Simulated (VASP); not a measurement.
Set up this calculation in VASP 6.6.1, as the native input.

| Item | Value |
| --- | --- |
| Task | single point |
| Functional | LDA |
| Potentials or basis | VASP PAW LDA potentials, release 64 (Pt) |
| Cutoff | 520 eV |
| k mesh | 23 × 23 × 23 |
| Occupations | fermi-dirac, width 0.1 eV |
| Spin | no spin polarisation |
| Dipole correction | no |
| Further INCAR settings | ALGO = Normal; EDIFF = 1e-07; NBANDS = 11 |

The structure of Pt lies in POSCAR:

```
Pt
1.0
    0.0000000000      1.9474302067      1.9474302067
    1.9474302067      0.0000000000      1.9474302067
    1.9474302067      1.9474302067      0.0000000000
Pt
1
Direct
    0.0000000000      0.0000000000      0.0000000000
```

One way to write it, as run:

INCAR

```
SYSTEM = Pt
PREC     = Accurate       ! precision mode
ENCUT    = 520            ! plane-wave cutoff, eV
EDIFF    = 1E-7           ! SCF threshold, eV
ISMEAR   = -1             ! smearing method
SIGMA    = 0.1            ! smearing width, eV
LREAL    = .FALSE.        ! projectors in reciprocal space
LASPH    = .TRUE.         ! aspherical terms in the spheres
NELM     = 60             ! most SCF steps
ALGO     = Normal         ! electronic algorithm
ISIF     = 2              ! what is computed and relaxed
LWAVE    = .FALSE.        ! write WAVECAR
LCHARG   = .TRUE.         ! write CHGCAR
LELF     = .TRUE.         ! ELF
LVHAR    = .TRUE.       
NBANDS   = 11             ! bands
```

KPOINTS

```
regular mesh
0
G
  23 23 23
  0 0 0
```

Potentials or basis: VASP PAW LDA potentials, release 64 (Pt).

Run with:

```sh
$ cat potpaw_LDA.64/Pt/POTCAR > POTCAR
$ mpirun -np 1 vasp_std > vasp.out
```

It gave:

- Pressure: 0.9 GPa
- Band gap on the k mesh: zero (band 5 reaches 12.04 eV, above the bottom of band 6 at 9.76 eV)

Caveat: spin-orbit coupling is left out, which moves the levels of the heavy elements.

Wall time 26 s on 1 thread of Intel(R) Xeon(R) Platinum 8488C (Sapphire Rapids) (shared host), peak memory 0.17 GiB.
